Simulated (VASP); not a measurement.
# Na (P6_3/mmc) in VASP: further runs

The runs below take Na through single point, with r2SCAN.

All numbers are computed with VASP 6.6.1; they aren't measurements. Logs are shortened: lines on timing, memory, paths and dates and some standing lists are left out, and cuts for length are marked.

## Step 1: The cell of the first run

The structure is hexagonal, space group P6_3/mmc (No. 194). The conventional cell has a = 3.767 Å, b = 3.767 Å, c = 6.000 Å, α = 90.00°, β = 90.00°, γ = 120.00°. Na (site symmetry -6m2) has 12 Na at 3.71 to 3.77 Å within 4.9 Å.

This isn't the form of Na at room conditions, which is bcc.

## Step 2: Single point, r2SCAN (strain +0.000 along x and y, -0.025 along z)

File POSCAR:

```
Na
1.0
    3.7670009976      0.0000000000      0.0000000000
   -1.8835004988      3.2623185600      0.0000000000
    0.0000000000      0.0000000000      6.0001500000
Na
2
Direct
    0.3333333333      0.6666666667      0.2500000000
    0.6666666667      0.3333333333      0.7500000000
```

File INCAR.step1:

```
  PREC = Accurate
  ENCUT = 520
  ISMEAR = 0
  SIGMA = 0.15
  LREAL = F
  LASPH = T
  NELM = 60
  NBANDS = 14
  GGA = PE
  ALGO = Normal
  EDIFF = 1E-4
  LWAVE = T
  LCHARG = F
```

File INCAR.step2:

```
  PREC = Accurate
  ENCUT = 520
  EDIFF = 1E-6
  ISMEAR = 0
  SIGMA = 0.15
  LREAL = F
  LASPH = T
  NELM = 60
  ALGO = Normal
  ISIF = 2
  LWAVE = F
  LCHARG = F
  METAGGA = R2SCAN
  LMIXTAU = T
  NBANDS = 14
  ISTART = 1
```

File KPOINTS:

```
Automatic mesh
0
Gamma
  12 12 8
```

Potentials or basis: VASP PAW PBE potentials, release 64 (Na_pv).

The run is started by

```
$ cat potpaw_PBE.64/Na_pv/POTCAR > POTCAR
$ cp INCAR.step1 INCAR
$ mpirun -np 1 vasp_std > vasp.out
$ cp INCAR.step2 INCAR
$ mpirun -np 1 vasp_std > vasp.out
```

OUTCAR:

```text
PREC = Accurate
   ENCUT = 520
   EDIFF = 1E-6
   ISMEAR = 0
   LREAL = F
   LASPH = T
   NELM = 60
   ISIF = 2
   METAGGA = R2SCAN
   ISTART = 1

 ion  position               nearest neighbor table
   1  0.333  0.667  0.250-
   2  0.667  0.333  0.750-

  LATTYP: Found a hexagonal cell.
 ALAT       =     3.7670009976
 C/A-ratio  =     1.5928187977

  Lattice vectors:

 A1 = (   3.7670009976,   0.0000000000,   0.0000000000)
 A2 = (  -1.8835004988,   3.2623185600,   0.0000000000)
 A3 = (   0.0000000000,   0.0000000000,   6.0001500000)

Analysis of symmetry for initial positions (statically):
=====================================================================
 Subroutine PRICEL returns:
 Original cell was already a primitive cell.

 Routine SETGRP: Setting up the symmetry group for a
 hexagonal supercell.

 Subroutine GETGRP returns: Found 24 space group operations
 (whereof 12 operations were pure point group operations)
 out of a pool of 24 trial point group operations.

The static configuration has the point symmetry D_3d.
 The point group associated with its full space group is D_6h.

Analysis of symmetry for dynamics (positions and initial velocities):
=====================================================================
 Subroutine PRICEL returns:
 Original cell was already a primitive cell.

 Routine SETGRP: Setting up the symmetry group for a
 hexagonal supercell.

 Subroutine GETGRP returns: Found 24 space group operations
 (whereof 12 operations were pure point group operations)
 out of a pool of 24 trial point group operations.

The dynamic configuration has the point symmetry D_3d.
 The point group associated with its full space group is D_6h.

 Subroutine INISYM returns: Found 24 space group operations
 (whereof 12 operations are pure point group operations),
 and found     1 'primitive' translations

----------------------------------------------------------------------------------------

                                     Primitive cell

  volume of cell :      73.7368

  direct lattice vectors                    reciprocal lattice vectors
     3.767000998  0.000000000  0.000000000     0.265463163  0.153265229  0.000000000
    -1.883500499  3.262318560  0.000000000     0.000000000  0.306530457  0.000000000
[... 91 lines left out ...]
   ISIF   =      2    stress and relaxation
   ISYM   =      2    0-nonsym 1-usesym 2-fastsym
   POTIM  = 0.5000    time-step for ionic-motion
   TEBEG  =    0.0;   TEEND  =   0.0 temperature during run
   PSTRESS=    0.0 pullay stress
   NELECT =      14.0000    total number of electrons
   NUPDOWN=      -1.0000    fix difference up-down
   EMIN   =  10.00;   EMAX   =-10.00  energy-range for DOS
   EFERMI =   0.00;   METHOD = LEGACY
   ISMEAR =     0;   SIGMA  =   0.15  broadening in eV -4-tet -1-fermi 0-gaus
   EFERMI_NEDOS =   21; number of points for ismear=-14 and -15
   IALGO  =     38    algorithm
   IMIX   =      4    mixing-type and parameters
     AMIX     =   0.40;   BMIX     =  1.00
     AMIX_MAG =   1.60;   BMIX_MAG =  1.00
  volume/ion in A,a.u.               =      36.87       248.80
  Fermi-wavevector in a.u.,A,eV,Ry     =   0.940927  1.778095 12.045841  0.885344
  Thomas-Fermi vector in A             =   2.068388
   LORBIT       =      0    0 simple, 1 ext, 2 COOP (PROOUT), +10 PAW based schemes
   METAGGA = R2SCAN    functional components
   LHFCALC =     F    Hartree Fock is set to
   AEXX    =    0.0000 exact exchange contribution
   IVDW    =     0    specifies the selected vdW correction
   LEPSILON=     F    determine dielectric tensor
   LRPA    =     F    only Hartree local field effects (RPA)
 non-spin polarized calculation
 Gauss-broadening in eV      SIGMA  =   0.15
  energy-cutoff  :      520.00
  volume of cell :       73.74
 maximum number of plane-waves:      2000
 NGX is ok and might be reduce to    28
   NGX = 13   NGY = 13   NGZ = 23

 number of electron      14.0000004 magnetization

 Free energy of the ion-electron system (eV)
  ---------------------------------------------------
  ext. energy  EPLUGINS =         0.00000000
  ---------------------------------------------------
  free energy    TOTEN  =        -7.11432941 eV

  energy without entropy =       -7.10597373  energy(sigma->0) =       -7.11015157

 E-fermi :   0.3560     XC(G=0):  -6.9345

 val. band max:        0.3179925954   @ k =   0.2500   0.2500   0.3750
 cond. band min:       0.3649765649   @ k =   0.0833   0.0000   0.1250
 fundamental gap:      0.0469839696
 Fermi energy:         0.3559639220

 k-point     1 :       0.0000    0.0000    0.0000
  band No.  band energies     occupation
      1     -25.6793      2.00000
      2     -25.6450      2.00000
      3     -25.6448      2.00000
      4     -25.6405      2.00000
      5     -25.6393      2.00000
      6     -25.6391      2.00000
      7      -3.1390      2.00000
      8       0.9912      0.00000
      9       1.6929      0.00000
     10      10.8196      0.00000
     11      10.8200      0.00000
     12      11.3317      0.00000
     13      11.3317      0.00000
     14      11.5283      0.00000
[... 377 lines left out ...]
      1     -25.6696      2.00000
      2     -25.6620      2.00000
      3     -25.6590      2.00000
      4     -25.6506      2.00000
      5     -25.6460      2.00000
      6     -25.6427      2.00000
      7      -1.3614      2.00000
      8       1.8342      0.00000
      9       3.3737      0.00000
     10       4.4567      0.00000
     11       6.5599      0.00000
     12       8.1138      0.00000
     13       8.3694      0.00000
     14      10.3829      0.00000

 [... further k-points ...]

------------------------ aborting loop because EDIFF is reached ----------------------------------------

  FORCE on cell =-STRESS in cart. coord.  units (eV):
  Direction    XX          YY          ZZ          XY          YZ          ZX
  --------------------------------------------------------------------------------------
  -------------------------------------------------------------------------------------
  Total        0.0668585      0.0668585      0.1222832      0.0000000      0.0000000      0.0000000
  in kB        1.4527232      1.4527232      2.6570093      0.0000000      0.0000000      0.0000000
  external PRESSURE =       1.8541519 kB  Pullay stress =       0.0000000 kB

 VOLUME and BASIS-vectors are now :
 -----------------------------------------------------------------------------
  energy-cutoff  :      520.00
  volume of cell :       73.74
      direct lattice vectors                 reciprocal lattice vectors
     3.767000998  0.000000000  0.000000000     0.265463163  0.153265229  0.000000000
    -1.883500499  3.262318560  0.000000000     0.000000000  0.306530457  0.000000000
     0.000000000  0.000000000  6.000150000     0.000000000  0.000000000  0.166662500

 POSITION                                       TOTAL-FORCE (eV/Angst)
 -----------------------------------------------------------------------------------
     -0.00000      2.17488      1.50004        -0.000000      0.000000     -0.000000
      1.88350      1.08744      4.50011         0.000000     -0.000000      0.000000
 -----------------------------------------------------------------------------------
    total drift:                               -0.000000      0.000000      0.000000

  FREE ENERGIE OF THE ION-ELECTRON SYSTEM (eV)
  ---------------------------------------------------
  free  energy   TOTEN  =        -7.1143294054 eV

  energy  without entropy=       -7.1059737316  energy(sigma->0) =       -7.11015157
```

OUTCAR.step1:

```text
PREC = Accurate
   ENCUT = 520
   ISMEAR = 0
   LREAL = F
   LASPH = T
[... 632 lines left out ...]
 -----------------------------------------------------------------------------------
     -0.00000      2.17488      1.50004        -0.000000      0.000000      0.000000
      1.88350      1.08744      4.50011         0.000000     -0.000000     -0.000000
 -----------------------------------------------------------------------------------
    total drift:                               -0.000000      0.000000      0.000000

  FREE ENERGIE OF THE ION-ELECTRON SYSTEM (eV)
  ---------------------------------------------------
  free  energy   TOTEN  =        -2.6309897019 eV

  energy  without entropy=       -2.6222833467  energy(sigma->0) =       -2.62663652
```

Wall time 7.9 min (1 thread of Oxide Virtual Turin-like, shared host); peak memory 0.19 GiB.

What came out:

```yaml
Free_energy: -7.1143 eV
Pressure: 0.2 GPa
Band_gap_on_the_k_mesh: zero (bands 7 and 8 overlap by 4.49 eV)
```

Levels at points of the mesh, in eV from the Fermi level:
```
           k point  band 4  band 5  band 6  band 7  band 8  band 9  band 10  band 11
(0.00, 0.00, 0.00)  -26.00  -26.00  -26.00   -3.49    0.64    1.34    10.46    10.46
(0.50, 0.00, 0.00)  -26.01  -26.01  -26.00    0.15    0.40    4.10     4.22     4.91
(0.00, 0.00, 0.50)  -26.00  -26.00  -26.00   -2.35   -2.35    6.26     6.26    11.06
(0.50, 0.00, 0.50)  -26.01  -26.00  -26.00    1.04    1.04    1.74     1.74     8.17
```

Caveat: the cell differs from its parent crystal (strain +0.000 along x and y, -0.025 along z); the PAW data sets were made with another functional, which shifts forces and pressure a little.

## Step 3: Single point, r2SCAN (strain -0.025 along x and y, +0.050 along z)

File POSCAR:

```
Na
1.0
    3.6728259727      0.0000000000      0.0000000000
   -1.8364129863      3.1807605960      0.0000000000
    0.0000000000      0.0000000000      6.4617000000
Na
2
Direct
    0.3333333333      0.6666666667      0.2500000000
    0.6666666667      0.3333333333      0.7500000000
```

File INCAR.step1:

```
SYSTEM = Na
PREC = Accurate
ENCUT = 520
ISMEAR = 0
SIGMA = 0.15
LREAL = .False.
LASPH = .True.
NELM = 80
NBANDS = 14
GGA = PE
ALGO = Normal
EDIFF = 1E-4
LWAVE = .True.
LCHARG = .False.
```

File INCAR.step2:

```
SYSTEM = Na
PREC = Accurate
ENCUT = 520
EDIFF = 1E-7
ISMEAR = 0
SIGMA = 0.15
LREAL = .False.
LASPH = .True.
NELM = 80
ALGO = Normal
ISIF = 2
LWAVE = .False.
LCHARG = .True.
METAGGA = R2SCAN
LMIXTAU = .True.
LELF = .True.
LVHAR = .True.
NBANDS = 14
ISTART = 1
```

File KPOINTS:

```
Automatic mesh
0
Gamma
  12 12 8
  0 0 0
```

Potentials or basis: VASP PAW PBE potentials, release 64 (Na_pv).

The run is started by

```
$ cat potpaw_PBE.64/Na_pv/POTCAR > POTCAR
$ cp INCAR.step1 INCAR
$ mpirun -np 1 vasp_std > vasp.out
$ cp INCAR.step2 INCAR
$ mpirun -np 1 vasp_std > vasp.out
```

Wall time 7.3 min (1 thread of Oxide Virtual Turin-like, shared host); peak memory 0.2 GiB.

Results (log left out):

```
Free energy            : -7.1003 eV
Pressure               : 0.0 GPa
Band gap on the k mesh : zero (bands 7 and 8 overlap by 4.77 eV)
```

Stress tensor (GPa, compression positive):
```
 0.37  0.00  0.00
 0.00  0.37  0.00
 0.00  0.00 -0.82
```

Levels at points of the mesh, in eV from the Fermi level:
```tsv
k point	band 3	band 4	band 5	band 6	band 7	band 8	band 9	band 10	band 11	band 12
(0.00, 0.00, 0.00)	-26.03	-26.03	-26.03	-26.03	-3.45	0.16	0.71	10.47	11.19	11.19
(0.50, 0.00, 0.00)	-26.04	-26.04	-26.04	-26.03	0.37	0.65	3.86	3.98	4.42	4.80
(0.00, 0.00, 0.50)	-26.03	-26.03	-26.03	-26.03	-2.46	-2.46	5.05	5.05	11.70	11.70
(0.50, 0.00, 0.50)	-26.04	-26.04	-26.03	-26.03	1.13	1.13	1.84	1.84	7.93	7.93
```

Caveat: the cell differs from its parent crystal (strain -0.025 along x and y, +0.050 along z); the PAW data sets were made with another functional, which shifts forces and pressure a little.

The gap in the log of VASP goes by the Fermi energy; the results here count the filled bands.